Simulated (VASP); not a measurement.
Set up this calculation in VASP 6.6.1, as the native input.

```yaml
Task: single point
Functional: PBE
Potentials_or_basis: VASP PAW PBE potentials, release 64 (Ti_sv, Ge_d, Mo_sv)
Cutoff: 500 eV
k_mesh: 4 × 4 × 2
Occupations: gaussian, width 0.1 eV
Spin: collinear spin
Starting_moments: "[1.0, 0.0, 0.0, 0.0, 0.0, 0.0, 0.0, 0.0, 0.0, 1.0, 1.0, 1.0] μB"
Dipole_correction: no
Further_INCAR_settings: ALGO = Normal; EDIFF = 1e-06; NBANDS = 99
```

The structure of TiGe8Mo3 lies in POSCAR:

```
TiGe8Mo3
1.0
    4.7289356889      0.0000000000      0.0000000000
    0.0000000000      4.7289356889      0.0000000000
    0.0000000000      0.0000000000      8.3730249829
Ti Ge Mo
1 8 3
Direct
    0.0000000000      0.0000000000      0.5000000000
    0.0000000000      0.5000000000      0.6611007722
    0.0000000000      0.0000000000      0.1622119875
    0.5000000000      0.5000000000      0.1605553816
    0.5000000000      0.0000000000      0.6611007722
    0.0000000000      0.5000000000      0.3388992278
    0.0000000000      0.0000000000      0.8377880125
    0.5000000000      0.5000000000      0.8394446184
    0.5000000000      0.0000000000      0.3388992278
    0.0000000000      0.5000000000      0.0000000000
    0.5000000000      0.5000000000      0.5000000000
    0.5000000000      0.0000000000      0.0000000000
```

These files were run (other wordings do the same):

INCAR

```
PREC = Accurate
ENCUT = 500
EDIFF = 1E-6
ISMEAR = 0
SIGMA = 0.1
LREAL = False
LASPH = True
NELM = 200
ALGO = Normal
ISIF = 2
LWAVE = False
LCHARG = False
ISPIN = 2
MAGMOM = 1 0 0 0 0 0 0 0 0 1 1 1
LORBIT = 11
LMAXMIX = 4
GGA = PE
NBANDS = 99
GGA_COMPAT = False
```

KPOINTS

```
regular mesh
0
Gamma
  4 4 2
```

Potentials or basis: VASP PAW PBE potentials, release 64 (Ti_sv, Ge_d, Mo_sv).

Launch:

```console
$ cat potpaw_PBE.64/Ti_sv/POTCAR potpaw_PBE.64/Ge_d/POTCAR potpaw_PBE.64/Mo_sv/POTCAR > POTCAR
$ mpirun -np 1 vasp_std > vasp.out
```

It gave:

```
Pressure                                              : 0.1 GPa
Largest force                                         : 0.028 eV/Å
Band gap on the k mesh                                : zero (filled and empty bands overlap)
Net moment                                            : 0.00 μB per cell
Valence electrons inside the program's atomic spheres : Ti 10.30; Ge 12.39; Mo 12.40, 12.38 (each value once)
```

Caveat: the k points lie up to 0.38 Å⁻¹ apart, too coarse for converged energies and pressures of a metal.

Run time: 8.5 min on 1 thread of Intel(R) Xeon(R) Platinum 8488C (Sapphire Rapids), with other jobs on the host, peak memory 0.49 GiB.
